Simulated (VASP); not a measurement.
# CaB2 (P6mm) in VASP: single point with PBE

Aim: the single point of CaB2 with PBE.

Everything below comes from runs of VASP 6.6.1. Logs are shortened: lines on timing, memory, paths and dates and some standing lists are left out, and cuts for length are marked.

### Step 1. The cell of the first run

Symmetry: P6mm, No. 183, hexagonal system. The conventional cell has a = 3.226 Å, b = 3.226 Å, c = 4.067 Å, α = 90.00°, β = 90.00°, γ = 120.00°. Within 3.6 Å of Ca (site symmetry 6mm) lie 12 B at 2.75 to 2.77 Å and 6 Ca at 3.23 Å. B (site symmetry 3m) has 3 B at 1.86 Å within 2.5 Å.

### Step 2. Single point, PBE

File INCAR:

```
ALGO     = Normal         # electronic algorithm
EDIFF    = 1E-6           # SCF threshold, eV
ENCUT    = 500            # plane-wave cutoff, eV
GGA      = PE             # functional
GGA_COMPAT= False        
ISIF     = 2              # what is computed and relaxed
ISMEAR   = -1             # smearing method
LASPH    = True           # aspherical terms in the spheres
LCHARG   = False          # write CHGCAR
LREAL    = False          # projectors in reciprocal space
LWAVE    = False          # write WAVECAR
NBANDS   = 15             # bands
NELM     = 120            # most SCF steps
PREC     = Accurate       # precision mode
SIGMA    = 0.05           # smearing width, eV
```

File KPOINTS:

```
k-points
0
Gamma
  9 9 6
```

File POSCAR:

```
CaB2
1.0
    3.2264302843      0.0000000000      0.0000000000
   -1.6132151421      2.7941705897      0.0000000000
    0.0000000000      0.0000000000      4.0673920000
Ca B
1 2
Direct
    0.0000000000      0.0000000000      0.0024585779
    0.6666666667      0.3333333333      0.5000000000
    0.3333333333      0.6666666667      0.5000000000
```

Potentials or basis: VASP PAW PBE potentials, release 64 (Ca_sv, B).

Run with:

```bash
$ cat potpaw_PBE.64/Ca_sv/POTCAR potpaw_PBE.64/B/POTCAR > POTCAR
$ mpirun -np 1 vasp_std > vasp.out
```

OUTCAR:

```text
EDIFF = 1E-6
   ENCUT = 500
   GGA = PE
   ISIF = 2
   ISMEAR = -1
   LASPH = True
   LREAL = False
   NELM = 120
   PREC = Accurate

 ion  position               nearest neighbor table
   1  0.000  0.000  0.002-
   2  0.667  0.333  0.500-   3 1.86   3 1.86   3 1.86
   3  0.333  0.667  0.500-   2 1.86   2 1.86   2 1.86

  LATTYP: Found a hexagonal cell.
 ALAT       =     3.2264302843
 C/A-ratio  =     1.2606477257

  Lattice vectors:

 A1 = (   3.2264302843,   0.0000000000,   0.0000000000)
 A2 = (  -1.6132151421,   2.7941705897,   0.0000000000)
 A3 = (   0.0000000000,   0.0000000000,   4.0673920000)

Analysis of symmetry for initial positions (statically):
=====================================================================
 Subroutine PRICEL returns:
 Original cell was already a primitive cell.

 Routine SETGRP: Setting up the symmetry group for a
 hexagonal supercell.

 Subroutine GETGRP returns: Found 12 space group operations
 (whereof 12 operations were pure point group operations)
 out of a pool of 24 trial point group operations.

The static configuration has the point symmetry C_6v.

Analysis of symmetry for dynamics (positions and initial velocities):
=====================================================================
 Subroutine PRICEL returns:
 Original cell was already a primitive cell.

 Routine SETGRP: Setting up the symmetry group for a
 hexagonal supercell.

 Subroutine GETGRP returns: Found 12 space group operations
 (whereof 12 operations were pure point group operations)
 out of a pool of 24 trial point group operations.

The dynamic configuration has the point symmetry C_6v.

 Subroutine INISYM returns: Found 12 space group operations
 (whereof 12 operations are pure point group operations),
 and found     1 'primitive' translations

----------------------------------------------------------------------------------------

                                     Primitive cell

  volume of cell :      36.6683

  direct lattice vectors                    reciprocal lattice vectors
     3.226430284  0.000000000  0.000000000     0.309940061  0.178943978  0.000000000
    -1.613215142  2.794170590  0.000000000     0.000000000  0.357887956  0.000000000
     0.000000000  0.000000000  4.067392000     0.000000000  0.000000000  0.245857788

  length of vectors
     3.226430284  3.226430284  4.067392000     0.357887956  0.357887956  0.245857788

  position of ions in fractional coordinates (direct lattice)
     0.000000000  0.000000000  0.002458578
     0.666666667  0.333333333  0.500000000
     0.333333333  0.666666667  0.500000000

  ion indices of the primitive-cell ions
   primitive index   ion index
                 1           1
                 2           2
                 3           3

----------------------------------------------------------------------------------------

 KPOINTS: k-points

Automatic generation of k-mesh.
 Grid dimensions read from file:
 generate k-points for:    9    9    6

 Generating k-lattice:

  Cartesian coordinates                     Fractional coordinates (reciprocal lattice)
     0.034437785  0.019882664  0.000000000     0.111111111 -0.000000000  0.000000000
     0.000000000  0.039765328  0.000000000     0.000000000  0.111111111  0.000000000
     0.000000000  0.000000000  0.040976298     0.000000000  0.000000000  0.166666667

  Length of vectors
     0.039765328  0.039765328  0.040976298

  Shift w.r.t. Gamma in fractional coordinates (k-lattice)
     0.000000000  0.000000000  0.000000000

 Subroutine IBZKPT returns following result:
 ===========================================

 Found     48 irreducible k-points:

 Following reciprocal coordinates:
            Coordinates               Weight
  0.000000  0.000000  0.000000      1.000000
  0.111111 -0.000000  0.000000      6.000000
  0.222222 -0.000000  0.000000      6.000000
  0.333333 -0.000000  0.000000      6.000000
  0.444444 -0.000000  0.000000      6.000000
  0.111111  0.111111  0.000000      6.000000
[... 16 lines left out ...]
  0.333333  0.222222  0.166667     24.000000
  0.333333  0.333333  0.166667      4.000000
 [... further k-points ...]
   k-points           NKPTS =     48   k-points in BZ     NKDIM =     48   number of bands    NBANDS=     15
   number of dos      NEDOS =    301   number of ions     NIONS =      3
   total plane-waves  NPLWV =  17280
   dimension x,y,z NGX =    24 NGY =   24 NGZ =   30
   dimension x,y,z NGXF=    48 NGYF=   48 NGZF=   60
   ions per type =               1   2
   NGX,Y,Z   is equivalent  to a cutoff of  12.37, 12.37, 12.26 a.u.
   NGXF,Y,Z  is equivalent  to a cutoff of  24.73, 24.73, 24.52 a.u.
 SYSTEM =  unknown system
   PREC   = accura    normal or accurate (medium, high low for compatibility)
   ISTART =      0    job   : 0-new  1-cont  2-samecut
   ICHARG =      2    charge: 1-file 2-atom 10-const
   ISPIN  =      1    spin polarized calculation?
   LNONCOLLINEAR =      F non collinear calculations
   LSORBIT =      F    spin-orbit coupling
   LASPH  =      T    aspherical Exc in radial PAW
   ENCUT  =  500.0 eV  36.75 Ry    6.06 a.u.   5.88  5.88  7.42*2*pi/ulx,y,z
   NELM   =    120;   NELMIN=  2; NELMDL= -5     # of ELM steps
   EDIFF  = 0.1E-05   stopping-criterion for ELM
   LREAL  =      F    real-space projection
   EDIFFG = 0.1E-04   stopping-criterion for IOM
   NSW    =      0    number of steps for IOM
   IBRION =     -1    ionic relax: 0-MD 1-quasi-New 2-CG
   NFREE  =      0    steps in history (QN), initial steepest desc. (CG)
   ISIF   =      2    stress and relaxation
   ISYM   =      2    0-nonsym 1-usesym 2-fastsym
   POTIM  = 0.5000    time-step for ionic-motion
   TEBEG  =    0.0;   TEEND  =   0.0 temperature during run
   PSTRESS=    0.0 pullay stress
   NELECT =      16.0000    total number of electrons
   NUPDOWN=      -1.0000    fix difference up-down
   EMIN   =  10.00;   EMAX   =-10.00  energy-range for DOS
   EFERMI =   0.00;   METHOD = LEGACY
   ISMEAR =    -1;   SIGMA  =   0.05  broadening in eV -4-tet -1-fermi 0-gaus
   EFERMI_NEDOS =   21; number of points for ismear=-14 and -15
   IALGO  =     38    algorithm
   IMIX   =      4    mixing-type and parameters
     AMIX     =   0.40;   BMIX     =  1.00
     AMIX_MAG =   1.60;   BMIX_MAG =  1.00
  volume/ion in A,a.u.               =      12.22        82.48
  Fermi-wavevector in a.u.,A,eV,Ry     =   1.241703  2.346479 20.977823  1.541826
  Thomas-Fermi vector in A             =   2.376089
   LORBIT       =      0    0 simple, 1 ext, 2 COOP (PROOUT), +10 PAW based schemes
   GGA     = PE    functional components
   LHFCALC =     F    Hartree Fock is set to
   AEXX    =    0.0000 exact exchange contribution
   IVDW    =     0    specifies the selected vdW correction
   LEPSILON=     F    determine dielectric tensor
   LRPA    =     F    only Hartree local field effects (RPA)
 non-spin polarized calculation
  energy-cutoff  :      500.00
  volume of cell :       36.67
 maximum number of plane-waves:       945
 NGX is ok and might be reduce to    24
   NGX = 11   NGY = 11   NGZ = 15

 number of electron      16.0000003 magnetization

 Free energy of the ion-electron system (eV)
  ---------------------------------------------------
  ext. energy  EPLUGINS =         0.00000000
  ---------------------------------------------------
  free energy    TOTEN  =       -15.74518982 eV

  energy without entropy =      -15.73799921  energy(sigma->0) =      -15.74159451

 E-fermi :   4.6028     XC(G=0): -10.8131

 val. band max:        4.5680258877   @ k =   0.4444  -0.0000   0.3333
 cond. band min:       4.6611542430   @ k =   0.3333   0.3333   0.0000
 fundamental gap:      0.0931283552
 Fermi energy:         4.6028185943

 k-point     1 :       0.0000    0.0000    0.0000
  band No.  band energies     occupation
      1     -35.0702      2.00000
      2     -16.0694      2.00000
      3     -15.8621      2.00000
      4     -15.8621      2.00000
      5      -5.7712      2.00000
      6       2.8519      2.00000
      7       4.9958      0.00077
      8       4.9958      0.00077
      9       5.0635      0.00020
     10      10.0639      0.00000
     11      10.0639      0.00000
     12      10.9141      0.00000
     13      10.9141      0.00000
     14      11.5378      0.00000
     15      11.6776      0.00000

 k-point     2 :       0.1111   -0.0000    0.0000
  band No.  band energies     occupation
      1     -35.0572      2.00000
      2     -16.0509      2.00000
      3     -15.9576      2.00000
      4     -15.8819      2.00000
      5      -5.5579      2.00000
      6       2.8670      2.00000
      7       4.1660      1.99968
      8       4.7764      0.06032
      9       5.3323      0.00000
     10       9.4601      0.00000
     11      10.0052      0.00000
     12      10.7860      0.00000
     13      10.8928      0.00000
     14      11.6182      0.00000
     15      12.4392      0.00000

 k-point     3 :       0.2222   -0.0000    0.0000
  band No.  band energies     occupation
      1     -35.0241      2.00000
      2     -16.1916      2.00000
      3     -16.0037      2.00000
      4     -15.9317      2.00000
      5      -4.9433      2.00000
      6       2.4494      2.00000
      7       2.9332      2.00000
      8       4.2749      1.99716
      9       5.8834      0.00000
     10       8.7656      0.00000
     11      10.0850      0.00000
     12      10.3789      0.00000
     13      10.4823      0.00000
     14      11.4377      0.00000
     15      12.5643      0.00000
[... 343 lines left out ...]
 k-point    23 :       0.3333    0.2222    0.1667
  band No.  band energies     occupation
      1     -34.9491      2.00000
      2     -16.5029      2.00000
      3     -16.2162      2.00000
      4     -15.9211      2.00000
      5      -2.2770      2.00000
      6      -0.7396      2.00000
      7       1.3435      2.00000
      8       3.8049      2.00000
      9       5.3369      0.00000
     10       8.4782      0.00000
     11       9.3800      0.00000
     12      11.1813      0.00000
     13      12.5683      0.00000
     14      13.1102      0.00000
     15      14.5047      0.00000

 k-point    24 :       0.3333    0.3333    0.1667
  band No.  band energies     occupation
      1     -34.9425      2.00000
      2     -16.3877      2.00000
      3     -16.3877      2.00000
      4     -15.9109      2.00000
      5      -1.3181      2.00000
      6      -1.3181      2.00000
      7       0.5902      2.00000
      8       4.5404      1.55435
      9       4.5404      1.55434
     10       9.0394      0.00000
     11       9.0394      0.00000
     12      11.0704      0.00000
     13      13.2145      0.00000
     14      13.2145      0.00000
     15      14.4917      0.00000

 [... further k-points ...]

------------------------ aborting loop because EDIFF is reached ----------------------------------------

  FORCE on cell =-STRESS in cart. coord.  units (eV):
  Direction    XX          YY          ZZ          XY          YZ          ZX
  --------------------------------------------------------------------------------------
  -------------------------------------------------------------------------------------
  Total       -0.1225619     -0.1225619      0.1452563     -0.0000000     -0.0000000      0.0000000
  in kB       -5.3551874     -5.3551874      6.3467944     -0.0000000     -0.0000000      0.0000000
  external PRESSURE =      -1.4545268 kB  Pullay stress =       0.0000000 kB

 VOLUME and BASIS-vectors are now :
 -----------------------------------------------------------------------------
  energy-cutoff  :      500.00
  volume of cell :       36.67
      direct lattice vectors                 reciprocal lattice vectors
     3.226430284  0.000000000  0.000000000     0.309940061  0.178943978  0.000000000
    -1.613215142  2.794170590  0.000000000     0.000000000  0.357887956  0.000000000
     0.000000000  0.000000000  4.067392000     0.000000000  0.000000000  0.245857788

 POSITION                                       TOTAL-FORCE (eV/Angst)
 -----------------------------------------------------------------------------------
      0.00000      0.00000      0.01000         0.000000      0.000000     -0.071975
      1.61322      0.93139      2.03370         0.000000     -0.000000      0.035988
     -0.00000      1.86278      2.03370        -0.000000     -0.000000      0.035988
 -----------------------------------------------------------------------------------
    total drift:                                0.000000      0.000000     -0.000129

  FREE ENERGIE OF THE ION-ELECTRON SYSTEM (eV)
  ---------------------------------------------------
  free  energy   TOTEN  =       -15.7451898194 eV

  energy  without entropy=      -15.7379992068  energy(sigma->0) =      -15.74159451
```

Run time: 18 s. Hardware: 1 thread of Intel Xeon Platinum 8488C (Sapphire Rapids), shared host; peak memory 0.16 GiB.

What came out:

| Property | Result |
| --- | --- |
| Free energy | -15.7452 eV |
| Pressure | -0.1 GPa |
| Largest force | 0.072 eV/Å |
| Band gap on the k mesh | zero (bands 8 and 9 overlap by 1.58 eV) |

Forces on the atoms (eV/Å):
```
Ca   0.000  0.000 -0.072
B    0.000  0.000  0.036
B    0.000  0.000  0.036
```

Stress tensor (GPa, compression positive):
```
-0.54  0.00  0.00
 0.00 -0.54  0.00
 0.00  0.00  0.63
```

The gap in the log of VASP goes by the Fermi energy; the results here count the filled bands.